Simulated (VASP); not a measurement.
Set up this calculation in VASP 6.6.1, as the native input.

* Task: relaxation of cell and atoms
* Functional: PBE
* Potentials or basis: VASP PAW PBE potentials, release 64 (Zr_sv, Si, O)
* Cutoff: 600 eV
* k mesh: 8 × 8 × 8
* Occupations: gaussian, width 0.1 eV
* Spin: no spin polarisation
* Dipole correction: no
* Further INCAR settings: ALGO = Normal; EDIFF = 1e-06; IBRION = 2; EDIFFG = -0.01; NSW = 100; ISIF = 3

The structure of Zr3SiO8 lies in POSCAR:

```
Zr3SiO8
1.0
    5.0096131211      0.0000000000      0.0000000000
    0.0000000000      5.0096131211      0.0000000000
    0.0000000000      0.0000000000      5.0096131211
Zr Si O
3 1 8
Direct
    0.0000000000      0.0000000000      0.5000000000
    0.5000000000      0.0000000000      0.0000000000
    0.0000000000      0.5000000000      0.0000000000
    0.5000000000      0.5000000000      0.5000000000
    0.2594994433      0.2594994433      0.7405005567
    0.7405005567      0.2594994433      0.2594994433
    0.2594994433      0.7405005567      0.2594994433
    0.7405005567      0.7405005567      0.7405005567
    0.7405005567      0.7405005567      0.2594994433
    0.2594994433      0.7405005567      0.7405005567
    0.7405005567      0.2594994433      0.7405005567
    0.2594994433      0.2594994433      0.2594994433
```

The input as run:

INCAR

```
SYSTEM = Zr3SiO8
PREC     = Accurate       ! precision mode
ENCUT    = 600            ! plane-wave cutoff, eV
EDIFF    = 1E-6           ! SCF threshold, eV
ISMEAR   = 0              ! smearing method
SIGMA    = 0.1            ! smearing width, eV
LREAL    = .FALSE.        ! projectors in reciprocal space
LASPH    = .TRUE.         ! aspherical terms in the spheres
NELM     = 60             ! most SCF steps
ALGO     = Normal         ! electronic algorithm
ISIF     = 3              ! what is computed and relaxed
LWAVE    = .FALSE.        ! write WAVECAR
LCHARG   = .FALSE.        ! write CHGCAR
GGA      = PE             ! functional
IBRION   = 2              ! ionic algorithm
NSW      = 100            ! ionic steps
EDIFFG   = -0.01          ! ionic threshold
```

KPOINTS

```
Automatic mesh
0
G
  8 8 8
  0 0 0
```

Potentials or basis: VASP PAW PBE potentials, release 64 (Zr_sv, Si, O).

Command:

```console
$ cat potpaw_PBE.64/Zr_sv/POTCAR potpaw_PBE.64/Si/POTCAR potpaw_PBE.64/O/POTCAR > POTCAR
$ mpirun -np 1 vasp_std > vasp.out
```

Results of the run:

The relaxed volume is 10.48 Å³/atom. The relaxed cell is a = 5.011 Å, b = 5.011 Å, c = 5.011 Å, α = 90.00°, β = 90.00°, γ = 90.00°. The space group after relaxing (to 0.05 Å) is Pm-3m (No. 221), the energy gained by relaxing is 0.0 meV/atom and the ionic steps are 3. The pressure after relaxing is 0.0 GPa. The band gap on the k mesh is zero (band 44 reaches 7.34 eV, above the bottom of band 45 at 7.31 eV).

Run time: 3.8 min on 1 thread of Intel(R) Xeon(R) 6975P-C (Granite Rapids), with other jobs on the host, peak memory 0.39 GiB.
